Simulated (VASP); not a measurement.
# Pt in VASP: single point with RPBE

Aim: the single point of Pt with RPBE.

Everything below comes from runs of VASP 6.6.1. Logs are shortened: lines on timing, memory, paths and dates and some standing lists are left out, and cuts for length are marked.

## Step 1: The cell of the first run

The typed cell holds 2 atoms: a = 3.578 Å, b = 3.578 Å, c = 3.755 Å, α = 90.00°, β = 90.00°, γ = 134.91°.

## Step 2: Single point, RPBE

INCAR

```
  ALGO = Normal
  EDIFF = 1E-7
  ENCUT = 520
  GGA = RP
  ISIF = 2
  ISMEAR = -1
  ISYM = 0
  LASPH = T
  LCHARG = F
  LREAL = F
  LWAVE = F
  NBANDS = 17
  NELM = 100
  PREC = Accurate
  SIGMA = 0.1
```

KPOINTS

```
k-points
0
Gamma
  13 13 9
```

POSCAR

```
Pt
1.0
   -2.1574526588      2.5153192856      1.3482465664
    2.5153192856     -2.1574526588      1.3482465664
    2.6096345384      2.6096345384     -0.6928131841
Pt
2
Direct
    0.0159211942      0.9840788058      0.0000000000
    0.7340788058      0.2659211942      0.5000000000
```

Potentials or basis: VASP PAW PBE potentials, release 64 (Pt).

Launch:

```sh
cat potpaw_PBE.64/Pt/POTCAR > POTCAR
mpirun -np 1 vasp_std > vasp.out
```

OUTCAR:

```text
EDIFF = 1E-7
   ENCUT = 520
   GGA = RP
   ISIF = 2
   ISMEAR = -1
   ISYM = 0
   LASPH = T
   LREAL = F
   NELM = 100
   PREC = Accurate

 ion  position               nearest neighbor table
   1  0.016  0.984  0.000-   2 2.64   2 2.64   2 2.74   2 2.74   2 2.74   2 2.74
   2  0.734  0.266  0.500-   1 2.64   1 2.64   1 2.74   1 2.74   1 2.74   1 2.74

IMPORTANT INFORMATION: All symmetrisations will be switched off!
NOSYMM: (Re-)initialisation of all symmetry stuff for point group C_1.

----------------------------------------------------------------------------------------

                                     Primitive cell

  volume of cell :      34.0402

  direct lattice vectors                    reciprocal lattice vectors
    -2.157452659  2.515319286  1.348246566    -0.059450874  0.154554862  0.358230268
     2.515319286 -2.157452659  1.348246566     0.154554862 -0.059450874  0.358230268
     2.609634538  2.609634538 -0.692813184     0.185076769  0.185076769 -0.049125138

  length of vectors
     3.577597223  3.577597223  3.755046598     0.394652425  0.394652425  0.266308280

  position of ions in fractional coordinates (direct lattice)
     0.015921194  0.984078806  1.000000000
     0.734078806  0.265921194  0.500000000

  ion indices of the primitive-cell ions
   primitive index   ion index
                 1           1
                 2           2

----------------------------------------------------------------------------------------

 KPOINTS: k-points

Automatic generation of k-mesh.
 Grid dimensions read from file:
 generate k-points for:   13   13    9

 Generating k-lattice:

  Cartesian coordinates                     Fractional coordinates (reciprocal lattice)
    -0.004573144  0.011888836  0.027556174     0.076923077  0.000000000  0.000000000
     0.011888836 -0.004573144  0.027556174     0.000000000  0.076923077  0.000000000
     0.020564085  0.020564085 -0.005458349     0.000000000  0.000000000  0.111111111

  Length of vectors
     0.030357879  0.030357879  0.029589809

  Shift w.r.t. Gamma in fractional coordinates (k-lattice)
     0.000000000  0.000000000  0.000000000

 Subroutine IBZKPT returns following result:
 ===========================================

 Found    761 irreducible k-points:

 Following reciprocal coordinates:
            Coordinates               Weight
  0.000000  0.000000  0.000000      1.000000
  0.076923  0.000000 -0.000000      2.000000
 -0.000000 -0.076923  0.000000      2.000000
  0.153846  0.000000  0.000000      2.000000
  0.000000 -0.153846  0.000000      2.000000
  0.230769  0.000000  0.000000      2.000000
[... 16 lines left out ...]
  0.461538  0.076923  0.000000      2.000000
 -0.076923 -0.461538  0.000000      2.000000
 [... further k-points ...]
   k-points           NKPTS =    761   k-points in BZ     NKDIM =    761   number of bands    NBANDS=     17
   number of dos      NEDOS =    301   number of ions     NIONS =      2
   total plane-waves  NPLWV =  21952
   dimension x,y,z NGX =    28 NGY =   28 NGZ =   28
   dimension x,y,z NGXF=    56 NGYF=   56 NGZF=   56
   ions per type =               2
   NGX,Y,Z   is equivalent  to a cutoff of  13.01, 13.01, 12.40 a.u.
   NGXF,Y,Z  is equivalent  to a cutoff of  26.02, 26.02, 24.79 a.u.
 SYSTEM =  unknown system
   PREC   = accura    normal or accurate (medium, high low for compatibility)
   ISTART =      0    job   : 0-new  1-cont  2-samecut
   ICHARG =      2    charge: 1-file 2-atom 10-const
   ISPIN  =      1    spin polarized calculation?
   LNONCOLLINEAR =      F non collinear calculations
   LSORBIT =      F    spin-orbit coupling
   LASPH  =      T    aspherical Exc in radial PAW
   ENCUT  =  520.0 eV  38.22 Ry    6.18 a.u.   6.65  6.65  6.98*2*pi/ulx,y,z
   NELM   =    100;   NELMIN=  2; NELMDL= -5     # of ELM steps
   EDIFF  = 0.1E-06   stopping-criterion for ELM
   LREAL  =      F    real-space projection
   EDIFFG = 0.1E-05   stopping-criterion for IOM
   NSW    =      0    number of steps for IOM
   IBRION =     -1    ionic relax: 0-MD 1-quasi-New 2-CG
   NFREE  =      0    steps in history (QN), initial steepest desc. (CG)
   ISIF   =      2    stress and relaxation
   ISYM   =      0    0-nonsym 1-usesym 2-fastsym
   POTIM  = 0.5000    time-step for ionic-motion
   TEBEG  =    0.0;   TEEND  =   0.0 temperature during run
   PSTRESS=    0.0 pullay stress
   NELECT =      20.0000    total number of electrons
   NUPDOWN=      -1.0000    fix difference up-down
   EMIN   =  10.00;   EMAX   =-10.00  energy-range for DOS
   EFERMI =   0.00;   METHOD = LEGACY
   ISMEAR =    -1;   SIGMA  =   0.10  broadening in eV -4-tet -1-fermi 0-gaus
   EFERMI_NEDOS =   21; number of points for ismear=-14 and -15
   IALGO  =     38    algorithm
   IMIX   =      4    mixing-type and parameters
     AMIX     =   0.40;   BMIX     =  1.00
     AMIX_MAG =   1.60;   BMIX_MAG =  1.00
  volume/ion in A,a.u.               =      17.02       114.86
  Fermi-wavevector in a.u.,A,eV,Ry     =   1.371158  2.591113 25.579963  1.880074
  Thomas-Fermi vector in A             =   2.496880
   LORBIT       =      0    0 simple, 1 ext, 2 COOP (PROOUT), +10 PAW based schemes
   GGA     = RP    functional components
   LHFCALC =     F    Hartree Fock is set to
   AEXX    =    0.0000 exact exchange contribution
   IVDW    =     0    specifies the selected vdW correction
   LEPSILON=     F    determine dielectric tensor
   LRPA    =     F    only Hartree local field effects (RPA)
 non-spin polarized calculation
  energy-cutoff  :      520.00
  volume of cell :       34.04
 maximum number of plane-waves:       935
   NGX = 13   NGY = 13   NGZ = 13

 number of electron      20.0000000 magnetization

 Free energy of the ion-electron system (eV)
  ---------------------------------------------------
  ext. energy  EPLUGINS =         0.00000000
  ---------------------------------------------------
  free energy    TOTEN  =       -10.67365392 eV

  energy without entropy =      -10.59415830  energy(sigma->0) =      -10.63390611

 E-fermi :   9.3673     XC(G=0): -12.6307

 val. band max:        9.3665934904   @ k =  -0.0769   0.2308  -0.2222
 cond. band min:       9.3692799359   @ k =  -0.3077   0.3077   0.3333
 fundamental gap:      0.0026864455
 Fermi energy:         9.3673463978

 k-point     1 :       0.0000    0.0000    0.0000
  band No.  band energies     occupation
      1       0.2912      2.00000
      2       3.2579      2.00000
      3       4.1266      2.00000
      4       4.2481      2.00000
      5       5.1912      2.00000
      6       7.2953      2.00000
[... 9 lines left out ...]
     16      25.7108      0.00000
     17      26.7452      0.00000

 k-point     2 :       0.0769    0.0000   -0.0000
  band No.  band energies     occupation
      1       0.4762      2.00000
      2       3.3495      2.00000
      3       4.2660      2.00000
      4       4.2801      2.00000
      5       5.3253      2.00000
      6       7.1083      2.00000
[... 9 lines left out ...]
     16      25.8728      0.00000
     17      26.1333      0.00000

 k-point     3 :      -0.0000   -0.0769    0.0000
  band No.  band energies     occupation
      1       0.4762      2.00000
      2       3.3495      2.00000
      3       4.2660      2.00000
      4       4.2801      2.00000
      5       5.3253      2.00000
      6       7.1083      2.00000
[... 9 lines left out ...]
     16      25.8728      0.00000
     17      26.1333      0.00000

 k-point     4 :       0.1538    0.0000    0.0000
  band No.  band energies     occupation
      1       1.0048      2.00000
      2       3.5795      2.00000
      3       4.3019      2.00000
      4       4.7015      2.00000
      5       5.7242      2.00000
      6       6.5720      2.00000
[... 9 lines left out ...]
     16      24.8096      0.00000
     17      26.0329      0.00000

 k-point     5 :       0.0000   -0.1538    0.0000
  band No.  band energies     occupation
      1       1.0048      2.00000
      2       3.5795      2.00000
      3       4.3019      2.00000
      4       4.7015      2.00000
      5       5.7242      2.00000
      6       6.5720      2.00000
[... 9 lines left out ...]
     16      24.8096      0.00000
     17      26.0285      0.00000

 k-point     6 :       0.2308    0.0000    0.0000
  band No.  band energies     occupation
      1       1.7849      2.00000
      2       3.8327      2.00000
      3       4.3131      2.00000
      4       5.2031      2.00000
      5       5.8408      2.00000
      6       6.1092      2.00000
[... 9 lines left out ...]
     16      24.4467      0.00000
     17      26.1148      0.00000
[... 281 lines left out ...]
 k-point    21 :       0.3846    0.0769    0.0000
  band No.  band energies     occupation
      1       3.4040      2.00000
      2       3.8082      2.00000
      3       3.9389      2.00000
      4       4.7042      2.00000
      5       5.9963      2.00000
      6       6.8765      2.00000
[... 9 lines left out ...]
     16      21.8433      0.00000
     17      25.7280      0.00000

 k-point    22 :      -0.0769   -0.3846   -0.0000
  band No.  band energies     occupation
      1       3.4040      2.00000
      2       3.8082      2.00000
      3       3.9389      2.00000
      4       4.7042      2.00000
      5       5.9963      2.00000
      6       6.8765      2.00000
[... 9 lines left out ...]
     16      21.8433      0.00000
     17      25.7283      0.00000

 k-point    23 :       0.4615    0.0769    0.0000
  band No.  band energies     occupation
      1       3.4422      2.00000
      2       3.7420      2.00000
      3       4.0179      2.00000
      4       4.5272      2.00000
      5       6.4550      2.00000
      6       7.2375      2.00000
[... 9 lines left out ...]
     16      21.7989      0.00000
     17      25.4061      0.00000

 k-point    24 :      -0.0769   -0.4615    0.0000
  band No.  band energies     occupation
      1       3.4422      2.00000
      2       3.7420      2.00000
      3       4.0179      2.00000
      4       4.5272      2.00000
      5       6.4550      2.00000
      6       7.2375      2.00000
[... 9 lines left out ...]
     16      21.7989      0.00000
     17      25.4058      0.00000

 [... further k-points ...]

------------------------ aborting loop because EDIFF is reached ----------------------------------------

  FORCE on cell =-STRESS in cart. coord.  units (eV):
  Direction    XX          YY          ZZ          XY          YZ          ZX
  --------------------------------------------------------------------------------------
  -------------------------------------------------------------------------------------
  Total       -0.1046506     -0.1046543     -0.0925015     -0.0042575      0.0025455      0.0025447
  in kB       -4.9256125     -4.9257866     -4.3537896     -0.2003868      0.1198082      0.1197707
  external PRESSURE =      -4.7350629 kB  Pullay stress =       0.0000000 kB

 VOLUME and BASIS-vectors are now :
 -----------------------------------------------------------------------------
  energy-cutoff  :      520.00
  volume of cell :       34.04
      direct lattice vectors                 reciprocal lattice vectors
    -2.157452659  2.515319286  1.348246566    -0.059450874  0.154554862  0.358230268
     2.515319286 -2.157452659  1.348246566     0.154554862 -0.059450874  0.358230268
     2.609634538  2.609634538 -0.692813184     0.185076769  0.185076769 -0.049125138

 POSITION                                       TOTAL-FORCE (eV/Angst)
 -----------------------------------------------------------------------------------
      2.44092     -2.08306      1.34825         0.003726     -0.003726     -0.000000
      0.38995      2.57755      1.00184        -0.003726      0.003726      0.000000
 -----------------------------------------------------------------------------------
    total drift:                               -0.000004      0.000005     -0.000000

  FREE ENERGIE OF THE ION-ELECTRON SYSTEM (eV)
  ---------------------------------------------------
  free  energy   TOTEN  =       -10.6736539234 eV

  energy  without entropy=      -10.5941583025  energy(sigma->0) =      -10.63390611
```

Run time: 9.7 min. Hardware: 1 thread of Oxide Virtual Turin-like, shared host; peak memory 0.42 GiB.

Results:

| Item | Value |
| --- | --- |
| Free energy | -10.6737 eV |
| Pressure | -0.5 GPa |
| Largest force | 0.005 eV/Å |
| Band gap on the k mesh | zero (band 10 reaches 10.18 eV, above the bottom of band 11 at 8.62 eV) |

Forces on the atoms (eV/Å):
```
Pt   0.004 -0.004  0.000
Pt  -0.004  0.004  0.000
```

Caveat: the PAW data sets were made with another functional, which shifts forces and pressure a little; spin-orbit coupling is left out, which moves the levels of the heavy elements.
